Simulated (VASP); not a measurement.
# Ru (P6_3/mmc) in VASP: notebook

Ru is run at these levels: LDA, PBE, RPBE+D3(BJ); tasks: single point, relaxation of cell and atoms.

Program: VASP 6.6.1. These are calculated values, not measurements. Logs are shortened: lines on timing, memory, paths and dates and some standing lists are left out, and cuts for length are marked.

## 1. The cell of the first run

The structure is hexagonal, space group P6_3/mmc (No. 194). The conventional cell has a = 2.706 Å, b = 2.706 Å, c = 4.282 Å, α = 90.00°, β = 90.00°, γ = 120.00°. Within 3.5 Å of Ru (site symmetry -6m2) lie 12 Ru at 2.65 to 2.71 Å.

## 2. Single point, LDA, non-collinear spin, zero start, spin-orbit coupling

File INCAR:

```
SYSTEM = Ru
ALGO     = Normal         ! electronic algorithm
EDIFF    = 1E-6           ! SCF threshold, eV
ENCUT    = 520            ! plane-wave cutoff, eV
GGA_COMPAT= .FALSE.      
ISIF     = 2              ! what is computed and relaxed
ISMEAR   = -1             ! smearing method
LASPH    = .TRUE.         ! aspherical terms in the spheres
LCHARG   = .TRUE.         ! write CHGCAR
LMAXMIX  = 4              ! l up to which the mixer works
LNONCOLLINEAR= .TRUE.         ! non-collinear magnetism
LORBIT   = 11             ! projections on sites
LORBMOM  = .TRUE.       
LREAL    = .FALSE.        ! projectors in reciprocal space
LSORBIT  = .TRUE.         ! spin-orbit coupling
LVHAR    = .TRUE.       
LWAVE    = .FALSE.        ! write WAVECAR
MAGMOM   = 0 0 0 0 0 0    ! initial moments
NBANDS   = 40             ! bands
NELM     = 150            ! most SCF steps
PREC     = Accurate       ! precision mode
SIGMA    = 0.05           ! smearing width, eV
```

File KPOINTS:

```
k-points
0
G
  11 11 6
  0 0 0
```

File POSCAR:

```
Ru
1.0
    2.7058000000      0.0000000000      0.0000000000
   -1.3529000000      2.3432915376      0.0000000000
    0.0000000000      0.0000000000      4.2819000000
Ru
2
Direct
    0.6666666667      0.3333333333      0.7500000000
    0.3333333333      0.6666666667      0.2500000000
```

Potentials or basis: VASP PAW LDA potentials, release 64 (Ru_pv).

The run is started by

```sh
> cat potpaw_LDA.64/Ru_pv/POTCAR > POTCAR
> mpirun -np 1 vasp_ncl > vasp.out
```

OUTCAR:

```text
SYSTEM = Ru
   EDIFF = 1E-6
   ENCUT = 520
   ISIF = 2
   ISMEAR = -1
   LASPH = .TRUE.
   LNONCOLLINEAR = .TRUE.
   LORBIT = 11
   LREAL = .FALSE.
   LSORBIT = .TRUE.
   NELM = 150
   PREC = Accurate

 ion  position               nearest neighbor table
   1  0.667  0.333  0.750-   2 2.65   2 2.65   2 2.65   2 2.65   2 2.65   2 2.65
   2  0.333  0.667  0.250-   1 2.65   1 2.65   1 2.65   1 2.65   1 2.65   1 2.65

  LATTYP: Found a hexagonal cell.
 ALAT       =     2.7058000000
 C/A-ratio  =     1.5824894671

  Lattice vectors:

 A1 = (   2.7058000000,   0.0000000000,   0.0000000000)
 A2 = (  -1.3529000000,   2.3432915376,   0.0000000000)
 A3 = (   0.0000000000,   0.0000000000,   4.2819000000)

Analysis of symmetry for initial positions (statically):
=====================================================================
 Subroutine PRICEL returns:
 Original cell was already a primitive cell.

 Routine SETGRP: Setting up the symmetry group for a
 hexagonal supercell.

 Subroutine GETGRP returns: Found 24 space group operations
 (whereof 12 operations were pure point group operations)
 out of a pool of 24 trial point group operations.

The static configuration has the point symmetry D_3d.
 The point group associated with its full space group is D_6h.

Analysis of symmetry for dynamics (positions and initial velocities):
=====================================================================
 Subroutine PRICEL returns:
 Original cell was already a primitive cell.

 Routine SETGRP: Setting up the symmetry group for a
 hexagonal supercell.

 Subroutine GETGRP returns: Found 24 space group operations
 (whereof 12 operations were pure point group operations)
 out of a pool of 24 trial point group operations.

The dynamic configuration has the point symmetry D_3d.
 The point group associated with its full space group is D_6h.

Analysis of structural, dynamic, and magnetic symmetry:
=====================================================================
 Subroutine PRICEL returns:
 Original cell was already a primitive cell.

 Routine SETGRP: Setting up the symmetry group for a
 hexagonal supercell.

 Subroutine GETGRP returns: Found 24 space group operations
 (whereof 12 operations were pure point group operations)
 out of a pool of 24 trial point group operations.

The overall configuration has the point symmetry D_3d.
 The point group associated with its full space group is D_6h.

 Subroutine INISYM returns: Found 24 space group operations
 (whereof 12 operations are pure point group operations),
 and found     1 'primitive' translations

----------------------------------------------------------------------------------------

                                     Primitive cell

  volume of cell :      27.1493

  direct lattice vectors                    reciprocal lattice vectors
     2.705800000  0.000000000  0.000000000     0.369576465  0.213375072  0.000000000
    -1.352900000  2.343291538  0.000000000     0.000000000  0.426750144  0.000000000
     0.000000000  0.000000000  4.281900000     0.000000000  0.000000000  0.233541185

  length of vectors
     2.705800000  2.705800000  4.281900000     0.426750144  0.426750144  0.233541185

  position of ions in fractional coordinates (direct lattice)
     0.666666667  0.333333333  0.750000000
     0.333333333  0.666666667  0.250000000

  ion indices of the primitive-cell ions
   primitive index   ion index
                 1           1
                 2           2

----------------------------------------------------------------------------------------

 KPOINTS: k-points

Automatic generation of k-mesh.
 Grid dimensions read from file:
 generate k-points for:   11   11    6

 Generating k-lattice:

  Cartesian coordinates                     Fractional coordinates (reciprocal lattice)
     0.033597860  0.019397734  0.000000000     0.090909091  0.000000000  0.000000000
[... 102 lines left out ...]
 number of electron      28.0000008 magnetization       0.0000000      0.0000000      0.0000000

 Free energy of the ion-electron system (eV)
[... 41 lines left out ...]
     -0.00000      1.56219      1.07048         0.000000      0.000000     -0.000000
 -----------------------------------------------------------------------------------
    total drift:                                0.000000     -0.000000      0.000000

  FREE ENERGIE OF THE ION-ELECTRON SYSTEM (eV)
  ---------------------------------------------------
  free  energy   TOTEN  =       -21.6281371787 eV

  energy  without entropy=      -21.6115592078  energy(sigma->0) =      -21.61984819

 orbital moment (x)

 # of ion     p       d       tot
 ----------------------------------------
  1        -0.000  -0.000  -0.000
  2        -0.000  -0.000  -0.000
 ----------------------------------------
           -0.000  -0.000  -0.000

 orbital moment (y)

 # of ion     p       d       tot
 ----------------------------------------
  1         0.000  -0.000  -0.000
  2         0.000  -0.000  -0.000
 ----------------------------------------
            0.000  -0.000  -0.000

 orbital moment (z)

 # of ion     p       d       tot
 ----------------------------------------
  1         0.000   0.000   0.000
  2         0.000   0.000   0.000
 ----------------------------------------
            0.000   0.000   0.000

 Spin-Orbit-Coupling matrix elements

 Ion:    1  E_soc:     -0.2732078
 l=   1
     0.0000000    -0.0376910    -0.0377239
    -0.0376910     0.0000000    -0.0376910
    -0.0377239    -0.0376910     0.0000000
 l=   2
     0.0000000    -0.0015961     0.0000000    -0.0015961    -0.0063632
    -0.0015961     0.0000000    -0.0045569    -0.0016369    -0.0015961
     0.0000000    -0.0045569     0.0000000    -0.0045569     0.0000000
    -0.0015961    -0.0016369    -0.0045569     0.0000000    -0.0015961
    -0.0063632    -0.0015961     0.0000000    -0.0015961     0.0000000
 l=   3
     0.0000000     0.0000000     0.0000000     0.0000000     0.0000000     0.0000000     0.0000000
     0.0000000     0.0000000     0.0000000     0.0000000     0.0000000     0.0000000     0.0000000
     0.0000000     0.0000000     0.0000000     0.0000000     0.0000000     0.0000000     0.0000000
     0.0000000     0.0000000     0.0000000     0.0000000     0.0000000     0.0000000     0.0000000
     0.0000000     0.0000000     0.0000000     0.0000000     0.0000000     0.0000000     0.0000000
     0.0000000     0.0000000     0.0000000     0.0000000     0.0000000     0.0000000     0.0000000
     0.0000000     0.0000000     0.0000000     0.0000000     0.0000000     0.0000000     0.0000000

 Ion:    2  E_soc:     -0.2732078
 l=   1
     0.0000000    -0.0376910    -0.0377239
    -0.0376910     0.0000000    -0.0376910
    -0.0377239    -0.0376910     0.0000000
 l=   2
     0.0000000    -0.0015961     0.0000000    -0.0015961    -0.0063632
    -0.0015961     0.0000000    -0.0045569    -0.0016369    -0.0015961
     0.0000000    -0.0045569     0.0000000    -0.0045569     0.0000000
    -0.0015961    -0.0016369    -0.0045569     0.0000000    -0.0015961
    -0.0063632    -0.0015961     0.0000000    -0.0015961     0.0000000
 l=   3
     0.0000000     0.0000000     0.0000000     0.0000000     0.0000000     0.0000000     0.0000000
     0.0000000     0.0000000     0.0000000     0.0000000     0.0000000     0.0000000     0.0000000
     0.0000000     0.0000000     0.0000000     0.0000000     0.0000000     0.0000000     0.0000000
     0.0000000     0.0000000     0.0000000     0.0000000     0.0000000     0.0000000     0.0000000
     0.0000000     0.0000000     0.0000000     0.0000000     0.0000000     0.0000000     0.0000000
     0.0000000     0.0000000     0.0000000     0.0000000     0.0000000     0.0000000     0.0000000
     0.0000000     0.0000000     0.0000000     0.0000000     0.0000000     0.0000000     0.0000000

 total charge

# of ion       s       p       d       tot
------------------------------------------
    1        0.407   6.318   5.951  12.676
    2        0.407   6.318   5.951  12.676
--------------------------------------------------
tot          0.814  12.635  11.902  25.351

 magnetization (x)

# of ion       s       p       d       tot
------------------------------------------
    1        0.000   0.000  -0.000  -0.000
    2        0.000   0.000  -0.000  -0.000
--------------------------------------------------
tot          0.000   0.000  -0.000  -0.000

 magnetization (y)

# of ion       s       p       d       tot
------------------------------------------
    1        0.000   0.000   0.000   0.000
    2       -0.000   0.000   0.000  -0.000
--------------------------------------------------
tot         -0.000   0.000   0.000   0.000

 magnetization (z)

# of ion       s       p       d       tot
------------------------------------------
    1        0.000   0.000   0.000   0.000
    2        0.000   0.000   0.000   0.000
--------------------------------------------------
tot          0.000   0.000   0.000   0.000
```

Run time: 1.7 min. Hardware: 1 thread of Intel Xeon Platinum 8259CL at 2.50GHz (Skylake/Cascade Lake), shared host; peak memory 0.23 GiB.

What came out:

```yaml
Free_energy: -21.6281 eV
Pressure: -11.2 GPa
Net_moment: 0.00 μB per cell
Valence_electrons_inside_the_program's_atomic_spheres: Ru 12.68
```

Moments on the atoms (μB; x, y, z):
```
Ru  0.00 0.00 0.00
Ru  0.00 0.00 0.00
```

Caveat: the cell stands under tension.

## 3. Single point, LDA, non-collinear spin, zero start, spin-orbit coupling

This run uses another cell than the first one, of 13.85 Å³/atom.

File INCAR:

```
SYSTEM = Ru
PREC = Accurate
ENCUT = 520
EDIFF = 1E-6
ISMEAR = -1
SIGMA = 0.05
LREAL = .FALSE.
LASPH = .TRUE.
NELM = 150
ALGO = Normal
ISIF = 2
LWAVE = .FALSE.
LCHARG = .FALSE.
LNONCOLLINEAR = .TRUE.
MAGMOM = 0 0 0 0 0 0
LORBIT = 11
LSORBIT = .TRUE.
GGA_COMPAT = .FALSE.
LORBMOM = .TRUE.
LMAXMIX = 4
GGA = CA
NBANDS = 40
```

File KPOINTS:

```
regular mesh
0
G
  11 11 6
  0 0 0
```

File POSCAR:

```
Ru
1.0
    2.7237197275      0.0000000000      0.0000000000
   -1.3618598638      2.3588104769      0.0000000000
    0.0000000000      0.0000000000      4.3102577801
Ru
2
Direct
    0.6666666667      0.3333333333      0.7500000000
    0.3333333333      0.6666666667      0.2500000000
```

Potentials or basis: VASP PAW LDA potentials, release 64 (Ru_pv).

The run is started by

```sh
> cat potpaw_LDA.64/Ru_pv/POTCAR > POTCAR
> mpirun -np 1 vasp_ncl > vasp.out
```

It took 1.7 min on 1 thread of Intel Xeon Platinum 8259CL at 2.50GHz (Skylake/Cascade Lake), shared host; peak memory 0.23 GiB.

Results (log left out):

| Property | Result |
| --- | --- |
| Free energy | -21.5806 eV |
| Pressure | -17.0 GPa |
| Net moment | 0.00 μB per cell |
| Valence electrons inside the program's atomic spheres | Ru 12.63 |

Stress tensor (GPa, compression positive):
```
-16.65   0.00   0.00
  0.00 -16.65   0.00
  0.00   0.00 -17.80
```

Moments on the atoms (μB; x, y, z):
```
Ru  0.00 0.00 0.00
Ru  0.00 0.00 0.00
```

Caveat: the cell stands under tension.

## 4. Single point, LDA, non-collinear spin, zero start, spin-orbit coupling

This run uses another cell than the first one, of 14.12 Å³/atom.

File INCAR:

```
PREC     = Accurate       # precision mode
ENCUT    = 520            # plane-wave cutoff, eV
EDIFF    = 1E-6           # SCF threshold, eV
ISMEAR   = -1             # smearing method
SIGMA    = 0.05           # smearing width, eV
LREAL    = F              # projectors in reciprocal space
LASPH    = T              # aspherical terms in the spheres
NELM     = 150            # most SCF steps
ALGO     = Fast           # electronic algorithm
ISIF     = 2              # what is computed and relaxed
LWAVE    = F              # write WAVECAR
LCHARG   = F              # write CHGCAR
LNONCOLLINEAR= T              # non-collinear magnetism
MAGMOM   = 0 0 0 0 0 0    # initial moments
LORBIT   = 11             # projections on sites
LSORBIT  = T              # spin-orbit coupling
GGA_COMPAT= F            
LORBMOM  = T            
LMAXMIX  = 4              # l up to which the mixer works
NBANDS   = 40             # bands
```

File KPOINTS:

```
Automatic mesh
0
Gamma
  11 11 6
```

File POSCAR:

```
Ru
1.0
    2.7414067149      0.0000000000      0.0000000000
   -1.3707033574      2.3741278572      0.0000000000
    0.0000000000      0.0000000000      4.3382472512
Ru
2
Direct
    0.6666666667      0.3333333333      0.7500000000
    0.3333333333      0.6666666667      0.2500000000
```

The run is started by

```sh
> cat potpaw_LDA.64/Ru_pv/POTCAR > POTCAR
> mpirun -np 1 vasp_ncl > vasp.out
```

Run time: 2.1 min. Hardware: 1 thread of Intel Xeon Platinum 8259CL at 2.50GHz (Skylake/Cascade Lake), shared host; peak memory 0.23 GiB.

Results (log left out):

```
Free energy                                           : -21.5144 eV
Pressure                                              : -22.1 GPa
Net moment                                            : 0.00 μB per cell
Valence electrons inside the program's atomic spheres : Ru 12.60
```

Stress tensor (GPa, compression positive):
```
-21.65   0.00   0.00
  0.00 -21.65   0.00
  0.00   0.00 -23.12
```

Moments on the atoms (μB; x, y, z):
```
Ru  0.00 0.00 0.00
Ru  0.00 0.00 0.00
```

Caveat: the cell stands under tension.

## 5. Relaxation of cell and atoms, PBE

File INCAR:

```
PREC = Accurate ; ENCUT = 600
EDIFF = 1E-6 ; ISMEAR = -1
SIGMA = 0.05 ; LREAL = False
LASPH = True ; NELM = 80
ALGO = Normal ; ISIF = 3
LWAVE = False ; LCHARG = False
GGA = PE ; IBRION = 2
NSW = 80 ; EDIFFG = -0.01
```

KPOINTS is that of step 4.

File POSCAR:

```
Ru
1.0
    2.7058000000      0.0000000000      0.0000000000
   -1.3529000000      2.3432915376      0.0000000000
    0.0000000000      0.0000000000      4.2819000000
Ru
2
Direct
    0.6666666667      0.3333333333      0.7500000000
    0.3333333333      0.6666666667      0.2500000000
```

Potentials or basis: VASP PAW PBE potentials, release 64 (Ru_pv).

The run is started by

```sh
> cat potpaw_PBE.64/Ru_pv/POTCAR > POTCAR
> mpirun -np 1 vasp_std > vasp.out
```

Run time: 42 s. Hardware: 1 thread of Intel Xeon 6975P-C (Granite Rapids), shared host; peak memory 0.18 GiB.

It converged, with:

```yaml
Free_energy: -18.4653 eV
Relaxed_volume: 13.76 Å³/atom
Relaxed_cell: a = 2.719 Å, b = 2.719 Å, c = 4.299 Å, α = 90.00°, β = 90.00°, γ = 120.00°
Space_group_after_relaxing_to_0.1_Å: P6_3/mmc (No. 194)
Energy_gained_by_relaxing: 2.6 meV/atom
Ionic_steps: 7
Pressure_after_relaxing: 0.1 GPa
Band_gap_on_the_k_mesh: zero (bands 14 and 15 overlap by 3.00 eV)
```

Step by step:
```tsv
step	energy change (eV)	largest force (eV/Å)	pressure (GPa)	volume (Å³)
1	0.0000	0.0000	4.48	27.15
2	0.0377	0.0000	-11.57	28.67
3	-0.0051	0.0000	-0.06	27.53
4	-0.0051	0.0000	-0.01	27.52
5	-0.0051	0.0000	0.07	27.52
6	-0.0052	0.0000	0.09	27.52
7	-0.0052	0.0000	0.09	27.52
```

Final structure:
```
Ru
1.0
     2.71879    0.00000    0.00000
    -1.35940    2.35454    0.00000
     0.00000    0.00000    4.29869
Ru
2
Direct
  0.66667 0.33333 0.75000
  0.33333 0.66667 0.25000
```

Levels at points of the mesh, in eV from the Fermi level:
```
           k point  band 10  band 11  band 12  band 13  band 14  band 15  band 16  band 17  band 18
(0.00, 0.00, 0.00)    -2.48    -2.30    -1.81    -1.81    -1.30    -1.30     1.22     1.22     1.36
(0.00, 0.00, 0.50)    -2.64    -2.64    -2.64    -2.60    -2.60     0.60     0.60     0.60     0.60
```

PBE usually gives volumes a little too large and moduli too small. Zero-point motion and thermal expansion aren't in these numbers.

## 6. Relaxation of cell and atoms, RPBE+D3(BJ)

File INCAR:

```
PREC = Accurate
ENCUT = 600
EDIFF = 1E-6
ISMEAR = -1
SIGMA = 0.05
LREAL = False
LASPH = True
NELM = 100
ALGO = Normal
ISIF = 3
LWAVE = False
LCHARG = False
GGA = RP
IVDW = 12
IBRION = 2
NSW = 80
EDIFFG = -0.005
```

File KPOINTS:

```
regular mesh
0
Gamma
  11 11 6
```

POSCAR is that of step 5.

Potentials or basis: VASP PAW PBE potentials, release 64 (Ru_pv).

The run is started by

```sh
> cat potpaw_PBE.64/Ru_pv/POTCAR > POTCAR
> mpirun -np 1 vasp_std > vasp.out
```

Run time: 74 s. Hardware: 1 thread of Intel Xeon 6975P-C (Granite Rapids), shared host; peak memory 0.19 GiB.

Results (log left out):

- Free energy: -24.2600 eV
- Relaxed volume: 12.38 Å³/atom
- Relaxed cell: a = 2.619 Å, b = 2.619 Å, c = 4.168 Å, α = 90.00°, β = 90.00°, γ = 120.00°
- Space group after relaxing (to 0.1 Å): P6_3/mmc (No. 194)
- Pressure after relaxing: 0.0 GPa
- Band gap on the k mesh: zero (bands 14 and 15 overlap by 3.51 eV)
- Dispersion energy per atom: -3.754 eV

Final structure:
```
CELL_PARAMETERS angstrom
2.61887 0.00000 0.00000
-1.30943 2.26800 0.00000
0.00000 0.00000 4.16816
ATOMIC_POSITIONS crystal
Ru 0.66667 0.33333 0.75000
Ru 0.33333 0.66667 0.25000
```

Levels at points of the mesh, in eV from the Fermi level:
```csv
k point,band 11,band 12,band 13,band 14,band 15,band 16,band 17,band 18
"(0.00, 0.00, 0.00)",-2.76,-2.13,-2.13,-1.47,-1.47,1.43,1.43,1.45
"(0.00, 0.00, 0.50)",-3.07,-3.07,-2.95,-2.95,0.71,0.71,0.71,0.71
```

Caveat: the PAW data sets were made with another functional, which shifts forces and pressure a little.

## 7. Summary

```tsv
task	level	potentials or basis	spin	cell	cutoff (eV)	gap on the mesh (eV)	pressure (GPa)	moment (μB)	relaxed volume (Å³/atom)
single point	LDA	VASP PAW LDA potentials, release 64 (Ru_pv)	non-collinear, zero start, SOC	a = 2.706, b = 2.706, c = 4.282 Å, angles 90.0, 90.0, 120.0°, 2 atoms	520	-	-11.2	0.00	-
single point	LDA	VASP PAW LDA potentials, release 64 (Ru_pv)	non-collinear, zero start, SOC	a = 2.724, b = 2.724, c = 4.310 Å, angles 90.0, 90.0, 120.0°, 2 atoms	520	-	-17.0	0.00	-
single point	LDA	VASP PAW LDA potentials, release 64 (Ru_pv)	non-collinear, zero start, SOC	a = 2.741, b = 2.741, c = 4.338 Å, angles 90.0, 90.0, 120.0°, 2 atoms	520	-	-22.1	0.00	-
relaxation of cell and atoms	PBE	VASP PAW PBE potentials, release 64 (Ru_pv)	off	relaxed from a = 2.706, b = 2.706, c = 4.282 Å, angles 90.0, 90.0, 120.0°, 2 atoms	600	none	0.1	-	13.76
relaxation of cell and atoms	RPBE+D3(BJ)	VASP PAW PBE potentials, release 64 (Ru_pv)	off	relaxed from a = 2.706, b = 2.706, c = 4.282 Å, angles 90.0, 90.0, 120.0°, 2 atoms	600	none	0.0	-	12.38
```

Alike in all rows: k mesh 11 × 11 × 6; smearing fermi-dirac 0.05 eV.

Caveats: the cell stands under tension (at least some runs); the PAW data sets were made with another functional, which shifts forces and pressure a little (at least some runs).

Absolute energies hang on the potentials; compare differences alone.
